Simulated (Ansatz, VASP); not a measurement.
## One calculation of InGa2N3, two programs

INCAR

```
PREC = Accurate ; ENCUT = 520
EDIFF = 1E-7 ; ISMEAR = 0
SIGMA = 0.02 ; LREAL = False
LASPH = True ; NELM = 100
ALGO = Normal ; ISIF = 2
LWAVE = False ; LCHARG = False
GGA = PS ; NBANDS = 66
```

KPOINTS

```
Automatic mesh
0
Gamma
  6 6 6
```

POSCAR

```
InGa2N3
1.0
    4.9530129965     -2.8568682254      0.0000000000
    4.9530129965      2.8568682254      0.0000000000
    0.0000000000      0.0000000000      5.3355942511
In Ga N
2 4 6
Direct
    0.3252227417      0.6747772583      0.9897489538
    0.6747772583      0.3252227417      0.4897489538
    0.0069945022      0.3338844485      0.9926402250
    0.6661155515      0.9930054978      0.9926402250
    0.9930054978      0.6661155515      0.4926402250
    0.3338844485      0.0069945022      0.4926402250
    0.0264767012      0.3336441491      0.3589520516
    0.6663558509      0.9735232988      0.3589520516
    0.9735232988      0.6663558509      0.8589520516
    0.3336441491      0.0264767012      0.8589520516
    0.3078788725      0.6921211275      0.3950674931
    0.6921211275      0.3078788725      0.8950674931
```

Input for Ansatz:

```yaml
crystal:
  lattice:
    - [4.9530129965, -2.8568682254, 0.0]
    - [4.9530129965, 2.8568682254, 0.0]
    - [0.0, 0.0, 5.3355942511]
  atoms:
    - { symbol: In, position: [0.3252227417, 0.6747772583, 0.9897489538] }
    - { symbol: In, position: [0.6747772583, 0.3252227417, 0.4897489538] }
    - { symbol: Ga, position: [0.0069945022, 0.3338844485, 0.992640225] }
    - { symbol: Ga, position: [0.6661155515, 0.9930054978, 0.992640225] }
    - { symbol: Ga, position: [0.9930054978, 0.6661155515, 0.492640225] }
    - { symbol: Ga, position: [0.3338844485, 0.0069945022, 0.492640225] }
    - { symbol: "N", position: [0.0264767012, 0.3336441491, 0.3589520516] }
    - { symbol: "N", position: [0.6663558509, 0.9735232988, 0.3589520516] }
    - { symbol: "N", position: [0.9735232988, 0.6663558509, 0.8589520516] }
    - { symbol: "N", position: [0.3336441491, 0.0264767012, 0.8589520516] }
    - { symbol: "N", position: [0.3078788725, 0.6921211275, 0.3950674931] }
    - { symbol: "N", position: [0.6921211275, 0.3078788725, 0.8950674931] }
basis:
  ecutwfc: 420
kpoints:
  mp_grid: { grid: [6, 6, 6] }
hamiltonian:
  xc: pbesol
scf:
  occupations: { method: gaussian, width: 0.02 }
output:
  forces: true
  stress: true
  eigenvalues: true
```

Alike in both runs: task single point; functional PBEsol; k mesh 6 × 6 × 6; occupations gaussian, width 0.02 eV; no spin polarisation.

|  | VASP | Ansatz |
| --- | --- | --- |
| version | VASP 6.6.1 | Ansatz 0.2.0 |
| potentials or method | VASP PAW PBE potentials, release 64 (In_d, Ga_d, N), cutoff 520 eV | scalar-relativistic, plane waves, PAW |
| valence electrons in the cell | 108 | 108 |

```csv
,VASP,Ansatz,Ansatz less VASP
gap on the k mesh at the Fermi level (eV),1.00,1.00,-0.008
least direct gap on the mesh (eV),1.00,1.00,-0.008
pressure (GPa),-0.1,0.0,+0.05
rms of the force components (eV/Å),0.012,0.000,-0.0115
```

VASP's potentials were made for PBE, not for PBEsol. Atom by atom the forces differ by 0.012 eV/Å (rms over components).
